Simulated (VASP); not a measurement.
# Sb (P6_3/mmc) in VASP: further runs

Runs on Sb. Level: PBEsol. Tasks: density of states.

Everything below comes from runs of VASP 6.6.1. Logs are shortened: lines on timing, memory, paths and dates and some standing lists are left out, and cuts for length are marked.

## Step 1: The cell of the first run

The structure is hexagonal, space group P6_3/mmc (No. 194). Conventional cell: a = 2.475 Å, b = 2.475 Å, c = 3.940 Å, α = 90.00°, β = 90.00°, γ = 120.00°. Within 3.2 Å of Sb (site symmetry -6m2) lie 12 Sb at 2.43 to 2.48 Å.

## Step 2: Density of states, PBEsol (volume scaled by 0.4)

File POSCAR:

```
Sb
1.0
    2.4750484877      0.0000000000      0.0000000000
   -1.2375242438      2.1434548659      0.0000000000
    0.0000000000      0.0000000000      3.9396567784
Sb
2
Direct
    0.3333333333      0.6666666667      0.2500000000
    0.6666666667      0.3333333333      0.7500000000
```

File INCAR.step1:

```
SYSTEM = Sb
  PREC = Accurate
  ENCUT = 520
  EDIFF = 1E-7
  ISMEAR = -1
  SIGMA = 0.1
  LREAL = .FALSE.
  LASPH = .TRUE.
  NELM = 100
  ALGO = Normal
  ISIF = 2
  LWAVE = .FALSE.
  LCHARG = .TRUE.
  GGA = PS
  NBANDS = 12
```

File KPOINTS.step1:

```
regular mesh
0
G
  13 13 7
  0 0 0
```

File INCAR.step2:

```
SYSTEM = Sb
  PREC = Accurate
  ENCUT = 520
  EDIFF = 1E-7
  ISMEAR = -5
  SIGMA = 0.1
  LREAL = .FALSE.
  LASPH = .TRUE.
  NELM = 100
  ALGO = Normal
  ISIF = 2
  LWAVE = .FALSE.
  LCHARG = .FALSE.
  GGA = PS
  LORBIT = 10
  NEDOS = 2001
  ICHARG = 11
```

File KPOINTS.step2:

```
regular mesh
0
G
  20 20 11
  0 0 0
```

Potentials or basis: VASP PAW PBE potentials, release 64 (Sb).

Command:

```sh
$ cat potpaw_PBE.64/Sb/POTCAR > POTCAR
$ cp INCAR.step1 INCAR
$ cp KPOINTS.step1 KPOINTS
$ mpirun -np 1 vasp_std > vasp.out
$ cp INCAR.step2 INCAR
$ cp KPOINTS.step2 KPOINTS
$ mpirun -np 1 vasp_std > vasp.out
```

OUTCAR:

```text
SYSTEM = Sb
   PREC = Accurate
   ENCUT = 520
   EDIFF = 1E-7
   ISMEAR = -5
   LREAL = .FALSE.
   LASPH = .TRUE.
   NELM = 100
   ISIF = 2
   GGA = PS
   LORBIT = 10
   ICHARG = 11

 ion  position               nearest neighbor table
   1  0.333  0.667  0.250-   2 2.43   2 2.43   2 2.43   2 2.43   2 2.43   2 2.43   2 3.47   2 3.47
                             2 3.47   2 3.47   2 3.47   2 3.47
   2  0.667  0.333  0.750-   1 2.43   1 2.43   1 2.43   1 2.43   1 2.43   1 2.43   1 3.47   1 3.47
                             1 3.47   1 3.47   1 3.47   1 3.47

  LATTYP: Found a hexagonal cell.
 ALAT       =     2.4750484877
 C/A-ratio  =     1.5917493326

  Lattice vectors:

 A1 = (   2.4750484877,   0.0000000000,   0.0000000000)
 A2 = (  -1.2375242438,   2.1434548659,   0.0000000000)
 A3 = (   0.0000000000,   0.0000000000,   3.9396567784)

Analysis of symmetry for initial positions (statically):
=====================================================================
 Subroutine PRICEL returns:
 Original cell was already a primitive cell.

 Routine SETGRP: Setting up the symmetry group for a
 hexagonal supercell.

 Subroutine GETGRP returns: Found 24 space group operations
 (whereof 12 operations were pure point group operations)
 out of a pool of 24 trial point group operations.

The static configuration has the point symmetry D_3d.
 The point group associated with its full space group is D_6h.

Analysis of symmetry for dynamics (positions and initial velocities):
=====================================================================
 Subroutine PRICEL returns:
 Original cell was already a primitive cell.

 Routine SETGRP: Setting up the symmetry group for a
 hexagonal supercell.

 Subroutine GETGRP returns: Found 24 space group operations
 (whereof 12 operations were pure point group operations)
 out of a pool of 24 trial point group operations.

The dynamic configuration has the point symmetry D_3d.
 The point group associated with its full space group is D_6h.

 Subroutine INISYM returns: Found 24 space group operations
 (whereof 12 operations are pure point group operations),
 and found     1 'primitive' translations

----------------------------------------------------------------------------------------

                                     Primitive cell

  volume of cell :      20.9005

  direct lattice vectors                    reciprocal lattice vectors
     2.475048488  0.000000000  0.000000000     0.404032489  0.233268266  0.000000000
    -1.237524244  2.143454866  0.000000000     0.000000000  0.466536532  0.000000000
     0.000000000  0.000000000  3.939656778     0.000000000  0.000000000  0.253829218

  length of vectors
     2.475048488  2.475048488  3.939656778     0.466536532  0.466536532  0.253829218

  position of ions in fractional coordinates (direct lattice)
     0.333333333  0.666666667  0.250000000
     0.666666667  0.333333333  0.750000000

  ion indices of the primitive-cell ions
   primitive index   ion index
                 1           1
                 2           2

----------------------------------------------------------------------------------------

 KPOINTS: regular mesh

Automatic generation of k-mesh.
 Grid dimensions read from file:
 generate k-points for:   20   20   11

 Generating k-lattice:

  Cartesian coordinates                     Fractional coordinates (reciprocal lattice)
     0.020201624  0.011663413  0.000000000     0.050000000  0.000000000  0.000000000
     0.000000000  0.023326827  0.000000000     0.000000000  0.050000000  0.000000000
     0.000000000  0.000000000  0.023075383     0.000000000  0.000000000  0.090909091

  Length of vectors
     0.023326827  0.023326827  0.023075383

  Shift w.r.t. Gamma in fractional coordinates (k-lattice)
     0.000000000  0.000000000  0.000000000

 TETIRR: Found   4310 inequivalent tetrahedra from    26400

 Subroutine IBZKPT returns following result:
 ===========================================

 Found    264 irreducible k-points:

 Following reciprocal coordinates:
            Coordinates               Weight
  0.000000  0.000000  0.000000      1.000000
  0.050000  0.000000  0.000000      6.000000
  0.100000  0.000000  0.000000      6.000000
  0.150000  0.000000  0.000000      6.000000
  0.200000  0.000000  0.000000      6.000000
  0.250000  0.000000  0.000000      6.000000
[... 16 lines left out ...]
  0.200000  0.100000  0.000000     12.000000
  0.250000  0.100000  0.000000     12.000000
 [... further k-points ...]
   k-points           NKPTS =    264   k-points in BZ     NKDIM =    264   number of bands    NBANDS=      9
   number of dos      NEDOS =   2001   number of ions     NIONS =      2
   total plane-waves  NPLWV =   9720
   dimension x,y,z NGX =    18 NGY =   18 NGZ =   30
   dimension x,y,z NGXF=    36 NGYF=   36 NGZF=   60
   ions per type =               2
   NGX,Y,Z   is equivalent  to a cutoff of  12.09, 12.09, 12.66 a.u.
   NGXF,Y,Z  is equivalent  to a cutoff of  24.18, 24.18, 25.32 a.u.
 SYSTEM =  Sb
   PREC   = accura    normal or accurate (medium, high low for compatibility)
   ISTART =      0    job   : 0-new  1-cont  2-samecut
   ICHARG =     11    charge: 1-file 2-atom 10-const
   ISPIN  =      1    spin polarized calculation?
   LNONCOLLINEAR =      F non collinear calculations
   LSORBIT =      F    spin-orbit coupling
   LASPH  =      T    aspherical Exc in radial PAW
   ENCUT  =  520.0 eV  38.22 Ry    6.18 a.u.   4.60  4.60  7.33*2*pi/ulx,y,z
   NELM   =    100;   NELMIN=  2; NELMDL=  0     # of ELM steps
   EDIFF  = 0.1E-06   stopping-criterion for ELM
   LREAL  =      F    real-space projection
   EDIFFG = 0.1E-05   stopping-criterion for IOM
   NSW    =      0    number of steps for IOM
   IBRION =     -1    ionic relax: 0-MD 1-quasi-New 2-CG
   NFREE  =      0    steps in history (QN), initial steepest desc. (CG)
   ISIF   =      2    stress and relaxation
   ISYM   =      2    0-nonsym 1-usesym 2-fastsym
   POTIM  = 0.5000    time-step for ionic-motion
   TEBEG  =    0.0;   TEEND  =   0.0 temperature during run
   PSTRESS=    0.0 pullay stress
   NELECT =      10.0000    total number of electrons
   NUPDOWN=      -1.0000    fix difference up-down
   EMIN   =  10.00;   EMAX   =-10.00  energy-range for DOS
   EFERMI =   0.00;   METHOD = LEGACY
   ISMEAR =    -5;   SIGMA  =   0.10  broadening in eV -4-tet -1-fermi 0-gaus
   EFERMI_NEDOS =   21; number of points for ismear=-14 and -15
   IALGO  =     38    algorithm
   IMIX   =      4    mixing-type and parameters
     AMIX     =   0.40;   BMIX     =  1.00
     AMIX_MAG =   1.60;   BMIX_MAG =  1.00
  volume/ion in A,a.u.               =      10.45        70.52
  Fermi-wavevector in a.u.,A,eV,Ry     =   1.280431  2.419663 22.306783  1.639502
  Thomas-Fermi vector in A             =   2.412859
   LORBIT       =     10    0 simple, 1 ext, 2 COOP (PROOUT), +10 PAW based schemes
   GGA     = PS    functional components
   LHFCALC =     F    Hartree Fock is set to
   AEXX    =    0.0000 exact exchange contribution
   IVDW    =     0    specifies the selected vdW correction
   LEPSILON=     F    determine dielectric tensor
   LRPA    =     F    only Hartree local field effects (RPA)
 non-spin polarized calculation
 Fermi weights with tetrahedron method with Bloechl corrections
  energy-cutoff  :      520.00
  volume of cell :       20.90
 maximum number of plane-waves:       576

 number of electron      10.0000002 magnetization

 Free energy of the ion-electron system (eV)
  ---------------------------------------------------
  ext. energy  EPLUGINS =         0.00000000
  ---------------------------------------------------
  free energy    TOTEN  =        13.44157413 eV

  energy without entropy =       13.44157413  energy(sigma->0) =       13.44157413

 E-fermi :  28.2328     XC(G=0): -14.9287

 val. band max:       28.5460936907   @ k =   0.4000   0.1500   0.2727
 cond. band min:      27.9410487331   @ k =   0.2500   0.0500   0.3636
 fundamental gap:     -0.6050449576
 Fermi energy:        28.2327914175

 k-point     1 :       0.0000    0.0000    0.0000
  band No.  band energies     occupation
      1       2.6497      2.00000
      2      13.1377      2.00000
      3      15.6348      2.00000
      4      34.6682      0.00000
      5      36.4976      0.00000
      6      36.4976      0.00000
      7      37.0271      0.00000
      8      37.6741      0.00000
      9      38.6216      0.00000

 k-point     2 :       0.0500    0.0000    0.0000
  band No.  band energies     occupation
      1       2.7444      2.00000
      2      13.2594      2.00000
      3      15.6989      2.00000
      4      34.1144      0.00000
      5      35.2457      0.00000
      6      35.7028      0.00000
      7      37.6679      0.00000
      8      37.6727      0.00000
      9      39.3792      0.00000

 k-point     3 :       0.1000    0.0000    0.0000
  band No.  band energies     occupation
      1       3.0294      2.00000
      2      13.6216      2.00000
      3      15.8929      2.00000
      4      32.0498      0.00000
      5      34.3454      0.00000
      6      34.6920      0.00000
      7      37.5603      0.00000
      8      38.3125      0.00000
      9      39.5088      0.00000

 k-point     4 :       0.1500    0.0000    0.0000
  band No.  band energies     occupation
      1       3.5064      2.00000
      2      14.2163      2.00000
      3      16.2217      2.00000
      4      29.5546     -0.06966
      5      32.9390      0.00000
      6      34.3658      0.00000
      7      36.8082      0.00000
      8      38.2370      0.00000
      9      38.7545      0.00000
[... 205 lines left out ...]
 k-point    22 :       0.1500    0.1000    0.0000
  band No.  band energies     occupation
      1       4.4681      2.00000
      2      15.3748      2.00000
      3      16.9009      2.00000
      4      27.1287      1.98214
      5      28.6166      0.38321
      6      35.2690      0.00000
      7      35.9901      0.00000
      8      36.1469      0.00000
      9      37.4260      0.00000

 k-point    23 :       0.2000    0.1000    0.0000
  band No.  band energies     occupation
      1       5.3406      2.00000
      2      16.3800      2.00000
      3      17.5241      2.00000
      4      24.5550      2.00000
      5      27.5995      1.65687
      6      33.5047      0.00000
      7      34.3907      0.00000
      8      35.4280      0.00000
      9      37.2227      0.00000

 k-point    24 :       0.2500    0.1000    0.0000
  band No.  band energies     occupation
      1       6.4139      2.00000
      2      17.5585      2.00000
      3      18.2633      2.00000
      4      22.0723      2.00000
      5      26.6990      2.12187
      6      31.7087      0.00000
      7      32.3463      0.00000
      8      34.7780      0.00000
      9      36.6430      0.00000

 [... further k-points ...]
[... 5 lines left out ...]
  --------------------------------------------------------------------------------------
  -------------------------------------------------------------------------------------
  Total       70.4978383     70.4978383     70.1448915      0.0000000      0.0000000      0.0000000
  in kB     5404.1816696   5404.1816693   5377.1256810      0.0000001      0.0000000      0.0000000
  external PRESSURE =    5395.1630066 kB  Pullay stress =       0.0000000 kB

 VOLUME and BASIS-vectors are now :
 -----------------------------------------------------------------------------
  energy-cutoff  :      520.00
  volume of cell :       20.90
      direct lattice vectors                 reciprocal lattice vectors
     2.475048488  0.000000000  0.000000000     0.404032489  0.233268266  0.000000000
    -1.237524244  2.143454866  0.000000000     0.000000000  0.466536532  0.000000000
     0.000000000  0.000000000  3.939656778     0.000000000  0.000000000  0.253829218

 POSITION                                       TOTAL-FORCE (eV/Angst)
 -----------------------------------------------------------------------------------
     -0.00000      1.42897      0.98491         0.000000      0.000000     -0.000000
      1.23752      0.71448      2.95474        -0.000000     -0.000000      0.000000
 -----------------------------------------------------------------------------------
    total drift:                               -0.000000      0.000000      0.000000

  FREE ENERGIE OF THE ION-ELECTRON SYSTEM (eV)
  ---------------------------------------------------
  free  energy   TOTEN  =        13.4415741300 eV

  energy  without entropy=       13.4415741300  energy(sigma->0) =       13.44157413

 total charge

# of ion       s       p       d       tot
------------------------------------------
    1        1.331   1.911   0.443   3.684
    2        1.331   1.911   0.443   3.684
--------------------------------------------------
tot          2.662   3.821   0.886   7.369
```

It took 82 s on 1 thread of Intel Xeon 6975P-C, shared host; peak memory 0.16 GiB.

What came out:

```yaml
Valence_electrons_inside_the_program's_atomic_spheres: Sb 3.68
```

Levels at points of the mesh, in eV from the Fermi level:
```tsv
k point	band 2	band 3	band 4	band 5	band 6	band 7	band 8	band 9
(0.00, 0.00, 0.00)	-15.10	-12.60	6.44	8.26	8.26	8.79	9.44	10.39
(0.50, 0.00, 0.00)	-15.70	-6.35	-5.87	-3.05	-2.38	-1.06	6.18	6.58
```

Caveat: the PAW data sets were made with another functional, which shifts forces and pressure a little; spin-orbit coupling is left out, which moves the levels of the heavy elements; tetrahedron occupations give inexact forces and stress in metals.

## Step 3: Density of states, PBEsol (volume scaled by 0.5)

File POSCAR:

```
Sb
1.0
    2.6640508655      0.0000000000      0.0000000000
   -1.3320254328      2.3071357265      0.0000000000
    0.0000000000      0.0000000000      4.2506054859
Sb
2
Direct
    0.3333333333      0.6666666667      0.2500000000
    0.6666666667      0.3333333333      0.7500000000
```

File INCAR.step1:

```
PREC = Accurate
ENCUT = 520
EDIFF = 1E-6
ISMEAR = -1
SIGMA = 0.1
LREAL = False
LASPH = True
NELM = 100
ALGO = Normal
ISIF = 2
LWAVE = False
LCHARG = True
GGA = PS
NBANDS = 12
```

File KPOINTS.step1:

```
Automatic mesh
0
Gamma
  13 13 7
```

File INCAR.step2:

```
PREC = Accurate
ENCUT = 520
EDIFF = 1E-6
ISMEAR = -5
SIGMA = 0.1
LREAL = False
LASPH = True
NELM = 100
ALGO = Normal
ISIF = 2
LWAVE = False
LCHARG = False
GGA = PS
LORBIT = 11
NEDOS = 2001
ICHARG = 11
```

File KPOINTS.step2:

```
Automatic mesh
0
Gamma
  20 20 11
```

Potentials or basis: VASP PAW PBE potentials, release 64 (Sb).

Command:

```sh
$ cat potpaw_PBE.64/Sb/POTCAR > POTCAR
$ cp INCAR.step1 INCAR
$ cp KPOINTS.step1 KPOINTS
$ mpirun -np 1 vasp_std > vasp.out
$ cp INCAR.step2 INCAR
$ cp KPOINTS.step2 KPOINTS
$ mpirun -np 1 vasp_std > vasp.out
```

Run time: 74 s. Hardware: 1 thread of Intel Xeon 6975P-C, shared host; peak memory 0.18 GiB.

It converged, with:

```yaml
Valence_electrons_inside_the_program's_atomic_spheres: Sb 3.11
```

Levels at points of the mesh, in eV from the Fermi level:
```csv
k point,band 1,band 2,band 3,band 4,band 5,band 6,band 7,band 8,band 9
"(0.00, 0.00, 0.00)",-21.54,-12.26,-11.60,7.07,7.07,7.92,9.49,9.49,9.51
"(0.50, 0.00, 0.00)",-13.67,-13.19,-5.22,-5.05,-3.65,-1.90,-0.43,5.16,7.72
```

Caveat: the PAW data sets were made with another functional, which shifts forces and pressure a little; spin-orbit coupling is left out, which moves the levels of the heavy elements; tetrahedron occupations give inexact forces and stress in metals.
